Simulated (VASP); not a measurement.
Set up this calculation in VASP 6.6.1, as the native input.

```yaml
Task: single point
Functional: r2SCAN
Potentials_or_basis: VASP PAW PBE potentials, release 64 (Ti_sv, Pt)
Cutoff: 520 eV
k_mesh: 6 × 6 × 6
Occupations: methfessel-paxton, width 0.1 eV
Spin: no spin polarisation
Dipole_correction: no
Further_INCAR_settings: ALGO = Normal; EDIFF = 1e-06; NBANDS = 29
```

The system is TiPt3.

```xyz
4
Lattice="3.8708 0.0000 0.0000 0.0000 3.8708 0.0000 0.0000 0.0000 3.8708" Properties=species:S:1:pos:R:3 pbc="T T T"
Ti    0.0000    0.0000    0.0000
Pt    0.0000    1.9354    1.9354
Pt    1.9354    0.0000    1.9354
Pt    1.9354    1.9354    0.0000
```

These files were run (other wordings do the same):

POSCAR

```
TiPt3
1.0
    3.8708448495      0.0000000000      0.0000000000
    0.0000000000      3.8708448495      0.0000000000
    0.0000000000      0.0000000000      3.8708448495
Ti Pt
1 3
Direct
    0.0000000000      0.0000000000      0.0000000000
    0.0000000000      0.5000000000      0.5000000000
    0.5000000000      0.0000000000      0.5000000000
    0.5000000000      0.5000000000      0.0000000000
```

INCAR.step1

```
PREC     = Accurate       # precision mode
ENCUT    = 520            # plane-wave cutoff, eV
ISMEAR   = 1              # smearing method
SIGMA    = 0.1            # smearing width, eV
LREAL    = False          # projectors in reciprocal space
LASPH    = True           # aspherical terms in the spheres
NELM     = 80             # most SCF steps
NBANDS   = 29             # bands
GGA      = PE             # functional
ALGO     = Normal         # electronic algorithm
EDIFF    = 1E-4           # SCF threshold, eV
LWAVE    = True           # write WAVECAR
LCHARG   = False          # write CHGCAR
```

INCAR.step2

```
PREC     = Accurate       # precision mode
ENCUT    = 520            # plane-wave cutoff, eV
EDIFF    = 1E-6           # SCF threshold, eV
ISMEAR   = 1              # smearing method
SIGMA    = 0.1            # smearing width, eV
LREAL    = False          # projectors in reciprocal space
LASPH    = True           # aspherical terms in the spheres
NELM     = 80             # most SCF steps
ALGO     = Normal         # electronic algorithm
ISIF     = 2              # what is computed and relaxed
LWAVE    = False          # write WAVECAR
LCHARG   = False          # write CHGCAR
METAGGA  = R2SCAN         # meta-GGA
LMIXTAU  = True         
NBANDS   = 29             # bands
ISTART   = 1
```

KPOINTS

```
regular mesh
0
Gamma
  6 6 6
```

Potentials or basis: VASP PAW PBE potentials, release 64 (Ti_sv, Pt).

Launch:

```bash
$ cat potpaw_PBE.64/Ti_sv/POTCAR potpaw_PBE.64/Pt/POTCAR > POTCAR
$ cp INCAR.step1 INCAR
$ mpirun -np 1 vasp_std > vasp.out
$ cp INCAR.step2 INCAR
$ mpirun -np 1 vasp_std > vasp.out
```

It gave:

The pressure is 11.8 GPa and the band gap on the k mesh is zero (band 21 reaches 13.65 eV, above the bottom of band 22 at 11.64 eV).

Caveat: the PAW data sets were made with another functional, which shifts forces and pressure a little; spin-orbit coupling is left out, which moves the levels of the heavy elements.

Run time: 68 s on 1 thread of Intel(R) Xeon(R) 6975P-C (Granite Rapids) (shared host), peak memory 0.19 GiB.
